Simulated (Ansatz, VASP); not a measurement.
## CaH4 in VASP and in Ansatz

File INCAR:

```
PREC     = Accurate       # precision mode
ENCUT    = 500            # plane-wave cutoff, eV
EDIFF    = 1E-6           # SCF threshold, eV
ISMEAR   = 0              # smearing method
SIGMA    = 0.03           # smearing width, eV
LREAL    = False          # projectors in reciprocal space
LASPH    = True           # aspherical terms in the spheres
NELM     = 120            # most SCF steps
ALGO     = Normal         # electronic algorithm
ISIF     = 2              # what is computed and relaxed
LWAVE    = False          # write WAVECAR
LCHARG   = True           # write CHGCAR
GGA      = PS             # functional
LELF     = True           # ELF
LVHAR    = True         
NBANDS   = 15             # bands
GGA_COMPAT= False
```

KPOINTS

```
Automatic mesh
0
Gamma
  10 10 10
```

Contents of POSCAR:

```
CaH4
1.0
   -1.6423997432      1.6423997432      2.7535200863
    1.6423997432     -1.6423997432      2.7535200863
    1.6423997432      1.6423997432     -2.7535200863
Ca H
1 4
Direct
    0.0000000000      0.0000000000      0.0000000000
    0.7500000000      0.2500000000      0.5000000000
    0.2500000000      0.7500000000      0.5000000000
    0.4179476714      0.4179476714      0.0000000000
    0.5820523286      0.5820523286      0.0000000000
```

Input for Ansatz:

```yaml
crystal:
  lattice:
    - [-1.6423997432, 1.6423997432, 2.7535200863]
    - [1.6423997432, -1.6423997432, 2.7535200863]
    - [1.6423997432, 1.6423997432, -2.7535200863]
  atoms:
    - { symbol: Ca, position: [0.0, 0.0, 0.0] }
    - { symbol: H, position: [0.75, 0.25, 0.5] }
    - { symbol: H, position: [0.25, 0.75, 0.5] }
    - { symbol: H, position: [0.4179476714, 0.4179476714, 0.0] }
    - { symbol: H, position: [0.5820523286, 0.5820523286, 0.0] }
scf:
  occupations: { method: gaussian, width: 0.03 }
output:
  forces: true
  stress: true
  eigenvalues: true
  write_density: true
  write_potential: true
  elf: true
  volumetric_format: npy
hamiltonian:
  xc: pbesol
basis:
  ecutwfc: 600
kpoints:
  mp_grid: { grid: [10, 10, 10] }
```

Alike in both runs: task single point; functional PBEsol; k mesh 10 × 10 × 10; occupations gaussian, width 0.03 eV; no spin polarisation.

```csv
,VASP,Ansatz
version,VASP 6.6.1,Ansatz 0.2.0
potentials or method,"VASP PAW PBE potentials, release 64 (Ca_sv, H), cutoff 500 eV","scalar-relativistic, plane waves, PAW"
valence electrons in the cell,14,14
```

```csv
,VASP,Ansatz,Ansatz less VASP
gap on the k mesh at the Fermi level (eV),none,none,-
pressure (GPa),22.2,21.9,-0.26
"traceless stress, the component that is largest in VASP (GPa)",-2.94,-3.02,-0.086
rms of the force components (eV/Å),0.586,0.591,+0.0047
```

VASP's potentials were made for PBE, not for PBEsol. Atom by atom the forces differ by 0.005 eV/Å (rms over components). A gap of «none» marks a metal or a gap that the smearing closes. The functional is the same, so the differences come from potentials, cutoffs and numerics.
